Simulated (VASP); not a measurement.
A run of VASP 6.6.1 is set up as follows.

The input INCAR:

```
ALGO     = Normal         # electronic algorithm
EDIFF    = 1E-8           # SCF threshold, eV
ENCUT    = 520            # plane-wave cutoff, eV
GGA      = PE             # functional
ISIF     = 2              # what is computed and relaxed
ISMEAR   = 0              # smearing method
LASPH    = True           # aspherical terms in the spheres
LCHARG   = False          # write CHGCAR
LEPSILON = True           # dielectric tensor by DFPT
LREAL    = False          # projectors in reciprocal space
LWAVE    = False          # write WAVECAR
NELM     = 60             # most SCF steps
PREC     = Accurate       # precision mode
SIGMA    = 0.01           # smearing width, eV
```

The input KPOINTS:

```
k-points
0
Gamma
  7 7 7
```

The input POSCAR:

```
CdTe
1.0
    0.0000000000      3.2050000000      3.2050000000
    3.2050000000      0.0000000000      3.2050000000
    3.2050000000      3.2050000000      0.0000000000
Te Cd
1 1
Direct
    0.7500000000      0.7500000000      0.7500000000
    0.0000000000      0.0000000000      0.0000000000
```

Potentials or basis: VASP PAW PBE potentials, release 64 (Te, Cd).

Command:

```sh
$ cat potpaw_PBE.64/Te/POTCAR potpaw_PBE.64/Cd/POTCAR > POTCAR
$ mpirun -np 1 vasp_std > vasp.out
```

(1) Predict the electronic dielectric tensor (diagonal).

(2) What does it give for the Born charges (mean of the diagonal)?

(3) Predict the band gap on the k mesh.

Answers

(1) 10.66.

(2) Te -2.23; Cd +2.23 e.

(3) 0.87 eV.

Caveat: spin-orbit coupling is left out, which moves the levels of the heavy elements.
